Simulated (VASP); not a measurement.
# VWC2 (R-3m) in VASP: a series of runs, part 2 of 2

VASP 6.6.1.

**4. Single point, PBEsol, collinear spin, ferromagnetic start**

This run uses another cell than the first one, of 9.83 Å³/atom.

Input file INCAR:

```
PREC = Accurate ; ENCUT = 520
EDIFF = 1E-6 ; ISMEAR = -1
SIGMA = 0.05 ; LREAL = F
LASPH = T ; NELM = 150
ALGO = Normal ; ISIF = 2
LWAVE = F ; LCHARG = T
ISPIN = 2 ; MAGMOM = 0 2.5 0 0
LORBIT = 11 ; NUPDOWN = 2.5
LMAXMIX = 4 ; GGA = PS
LELF = T ; LVHAR = T
NBANDS = 30
```

Input file KPOINTS:

```
Automatic mesh
0
Gamma
  9 9 9
```

Input file POSCAR:

```
VWC2
1.0
    1.5170411163      0.8758640969      4.9338931930
   -1.5170411163      0.8758640969      4.9338931930
    0.0000000000     -1.7517281937      4.9338931930
W V C
1 1 2
Direct
    0.0000000000      0.0000000000      0.0000000000
    0.5000000000      0.5000000000      0.5000000000
    0.2464940000      0.2464940000      0.2464940000
    0.7535060000      0.7535060000      0.7535060000
```

Potentials or basis: VASP PAW PBE potentials, release 64 (W_sv, V_sv, C).

Started as:

```
> cat potpaw_PBE.64/W_sv/POTCAR potpaw_PBE.64/V_sv/POTCAR potpaw_PBE.64/C/POTCAR > POTCAR
> mpirun -np 1 vasp_std > vasp.out
```

OUTCAR:

```text
PREC = Accurate
   ENCUT = 520
   EDIFF = 1E-6
   ISMEAR = -1
   LREAL = F
   LASPH = T
   NELM = 150
   ISIF = 2
   ISPIN = 2
   LORBIT = 11
   NUPDOWN = 2.5
   GGA = PS

 ion  position               nearest neighbor table
   1  0.000  0.000  0.000-   4 2.17   3 2.17   4 2.17   4 2.17   3 2.17   3 2.17   2 3.03   2 3.03
                             2 3.03   2 3.03   2 3.03   2 3.03
   2  0.500  0.500  0.500-   3 2.11   4 2.11   3 2.11   3 2.11   4 2.11   4 2.11   1 3.03   1 3.03
                             1 3.03   1 3.03   1 3.03   1 3.03
   3  0.246  0.246  0.246-   2 2.11   2 2.11   2 2.11   1 2.17   1 2.17   1 2.17
   4  0.754  0.754  0.754-   2 2.11   2 2.11   2 2.11   1 2.17   1 2.17   1 2.17

  LATTYP: Found a trigonal (rhomboedric) cell.
 ALAT       =     5.2356330758
 COS(alpha) =     0.8320862373

  Lattice vectors:

 A1 = (   1.5170411163,   0.8758640969,   4.9338931930)
 A2 = (  -1.5170411163,   0.8758640969,   4.9338931930)
 A3 = (   0.0000000000,  -1.7517281937,   4.9338931930)

Analysis of symmetry for initial positions (statically):
=====================================================================
 Subroutine PRICEL returns:
 Original cell was already a primitive cell.

 Routine SETGRP: Setting up the symmetry group for a
 trigonal (rhombohedral) supercell.

 Subroutine GETGRP returns: Found 12 space group operations
 (whereof 12 operations were pure point group operations)
 out of a pool of 12 trial point group operations.

The static configuration has the point symmetry D_3d.

Analysis of symmetry for dynamics (positions and initial velocities):
=====================================================================
 Subroutine PRICEL returns:
 Original cell was already a primitive cell.

 Routine SETGRP: Setting up the symmetry group for a
 trigonal (rhombohedral) supercell.

 Subroutine GETGRP returns: Found 12 space group operations
 (whereof 12 operations were pure point group operations)
 out of a pool of 12 trial point group operations.

The dynamic configuration has the point symmetry D_3d.

Analysis of structural, dynamic, and magnetic symmetry:
[... 167 lines left out ...]
 Fermi energy:        12.1252791556

 spin component 1

 k-point     1 :       0.0000    0.0000    0.0000
  band No.  band energies     occupation
      1     -63.7394      1.00000
      2     -53.4031      1.00000
      3     -28.1733      1.00000
      4     -27.8215      1.00000
      5     -27.8215      1.00000
      6     -27.3802      1.00000
[... 757 lines left out ...]
     28      20.4131      0.00000
     29      24.4823      0.00000

 [... further k-points ...]

 spin component 2

 k-point     1 :       0.0000    0.0000    0.0000
  band No.  band energies     occupation
      1     -63.4314      1.00000
      2     -52.0113      1.00000
      3     -27.7125      1.00000
      4     -27.4147      1.00000
      5     -27.4147      1.00000
      6     -26.0759      1.00000
[... 757 lines left out ...]
     28      20.9013      0.00000
     29      24.8994      0.00000

 [... further k-points ...]

 [bands above 29 left out]

------------------------ aborting loop because EDIFF is reached ----------------------------------------

  FORCE on cell =-STRESS in cart. coord.  units (eV):
  Direction    XX          YY          ZZ          XY          YZ          ZX
  --------------------------------------------------------------------------------------
  -------------------------------------------------------------------------------------
  Total       -0.0052198     -0.0052198     -0.1606995      0.0000000     -0.0000000      0.0000000
  in kB       -0.2126125     -0.2126125     -6.5456085      0.0000000     -0.0000000      0.0000000
  external PRESSURE =      -2.3236112 kB  Pullay stress =       0.0000000 kB

 VOLUME and BASIS-vectors are now :
 -----------------------------------------------------------------------------
  energy-cutoff  :      520.00
  volume of cell :       39.33
      direct lattice vectors                 reciprocal lattice vectors
     1.517041116  0.875864097  4.933893193     0.329588957  0.190288273  0.067559901
    -1.517041116  0.875864097  4.933893193    -0.329588957  0.190288273  0.067559901
     0.000000000 -1.751728194  4.933893193     0.000000000 -0.380576547  0.067559901

 POSITION                                       TOTAL-FORCE (eV/Angst)
 -----------------------------------------------------------------------------------
      0.00000      0.00000      0.00000        -0.000000      0.000000      0.000000
      0.00000      0.00000      7.40084         0.000000      0.000000      0.000000
      0.00000      0.00000      3.64853         0.000000      0.000000      0.520098
      0.00000      0.00000     11.15315         0.000000     -0.000000     -0.520098
 -----------------------------------------------------------------------------------
    total drift:                               -0.000000     -0.000000      0.000000

  FREE ENERGIE OF THE ION-ELECTRON SYSTEM (eV)
  ---------------------------------------------------
  free  energy   TOTEN  =       -42.5122486767 eV

  energy  without entropy=      -42.4859802429  energy(sigma->0) =      -42.49911446

 total charge

# of ion       s       p       d       tot
------------------------------------------
    1        2.328   6.398   3.408  12.134
    2        2.241   6.285   3.204  11.730
    3        0.873   1.542   0.000   2.414
    4        0.873   1.542   0.000   2.414
--------------------------------------------------
tot          6.314  15.766   6.612  28.693

 magnetization (x)

# of ion       s       p       d       tot
------------------------------------------
    1        0.011   0.010   0.630   0.650
    2        0.013   0.019   1.370   1.402
    3        0.000   0.054   0.000   0.054
    4        0.000   0.054   0.000   0.054
--------------------------------------------------
tot          0.025   0.137   1.999   2.161
```

OSZICAR:

```text
N       E                     dE             d eps       ncg     rms          rms(c)
DAV:   1     0.359585450324E+03    0.35959E+03   -0.17803E+04 10240   0.129E+03
DAV:   2    -0.307993737912E+02   -0.39038E+03   -0.37276E+03 10728   0.419E+02
DAV:   3    -0.500030080259E+02   -0.19204E+02   -0.18753E+02 11932   0.937E+01
DAV:   4    -0.502816014926E+02   -0.27859E+00   -0.27805E+00 11160   0.114E+01
DAV:   5    -0.502839127750E+02   -0.23113E-02   -0.23110E-02 11756   0.115E+00    0.456E+01
DAV:   6    -0.442750355945E+02    0.60089E+01   -0.30913E+01 12472   0.473E+01    0.180E+01
DAV:   7    -0.453130429100E+02   -0.10380E+01   -0.41314E+01 11606   0.435E+01    0.202E+01
DAV:   8    -0.426356167617E+02    0.26774E+01   -0.10867E+01 11754   0.160E+01    0.945E+00
DAV:   9    -0.425384573201E+02    0.97159E-01   -0.90730E-01 11564   0.578E+00    0.288E+00
DAV:  10    -0.425122125659E+02    0.26245E-01   -0.12740E-01 11124   0.283E+00    0.109E+00
DAV:  11    -0.425125734512E+02   -0.36089E-03   -0.15354E-02 12072   0.673E-01    0.656E-01
DAV:  12    -0.425122817539E+02    0.29170E-03   -0.10925E-03 10736   0.304E-01    0.255E-01
DAV:  13    -0.425122552281E+02    0.26526E-04   -0.11088E-03 11602   0.191E-01    0.643E-02
DAV:  14    -0.425122498100E+02    0.54180E-05   -0.51802E-05 11070   0.583E-02    0.246E-02
DAV:  15    -0.425122485762E+02    0.12338E-05   -0.10313E-05 11132   0.199E-02    0.103E-02
DAV:  16    -0.425122486767E+02   -0.10048E-06   -0.16498E-06  6366   0.779E-03
   1 F= -.42512249E+02 E0= -.42499114E+02  d E =-.262684E-01  mag=     2.5000
```

stdout:

```text
POSCAR found type information on POSCAR W V C
 POSCAR found :  3 types and       4 ions
 scaLAPACK will be used
 -----------------------------------------------------------------------------
|                                                                             |
|                                                                             |
|     You enforced a specific xc type in the INCAR file but a different       |
|     I HOPE YOU KNOW WHAT YOU ARE DOING!                                     |
|                                                                             |
 -----------------------------------------------------------------------------

 LDA part: xc-table for (Slater+PW92), standard interpolation
 POSCAR, INCAR and KPOINTS ok, starting setup
 FFT: planning ... GRIDC
 FFT: planning ... GRID_SOFT
 FFT: planning ... GRID
 WAVECAR not read
 entering main loop
```

It took 3.6 min on 1 thread of Intel Xeon 6975P-C (Granite Rapids), shared host; peak memory 0.4 GiB.

What came out:

| Property | Result |
| --- | --- |
| Free energy | -42.5122 eV |
| Pressure | -0.2 GPa |
| Largest force | 0.520 eV/Å |
| Net moment | 2.50 μB per cell |
| Site moments | W +0.65; V +1.40; C +0.05 μB |
| Valence electrons inside the program's atomic spheres | W 12.13; V 11.73; C 2.41 |

Forces on the atoms (eV/Å):
```
W    0.000  0.000  0.000
V    0.000  0.000  0.000
C    0.000  0.000  0.520
C    0.000  0.000 -0.520
```

Caveat: the PAW data sets were made with another functional, which shifts forces and pressure a little; the total moment is fixed, so each spin has its own Fermi level and the state may be an excited one.

**5. Summary**

| level | fixed moment (μB) | cell | k mesh | pressure (GPa) | moment (μB) | largest force (eV/Å) |
| --- | --- | --- | --- | --- | --- | --- |
| PBE | - | a = 5.338 Å, angles 33.7°, 4 atoms | 10 × 10 × 10 | -18.3 | 0.00 | 0.33 |
| PBEsol | 2.0 | a = 5.236 Å, angles 33.7°, 4 atoms | 9 × 9 × 9 | -3.6 | 2.00 | 0.43 |
| PBEsol | 2.5 | a = 5.236 Å, angles 33.7°, 4 atoms | 9 × 9 × 9 | -0.2 | 2.50 | 0.52 |

Alike in all rows: task single point; potentials or basis VASP PAW PBE potentials, release 64 (W_sv, V_sv, C); spin collinear, ferromagnetic start; cutoff (eV) 520; smearing fermi-dirac 0.05 eV.

Caveats: the cell stands under tension (at least some runs); the PAW data sets were made with another functional, which shifts forces and pressure a little (at least some runs); the total moment is fixed, so each spin has its own Fermi level and the state may be an excited one (at least some runs); the moments typed at the start vanished in this run (at least some runs).

Absolute energies hang on the potentials; compare differences alone.
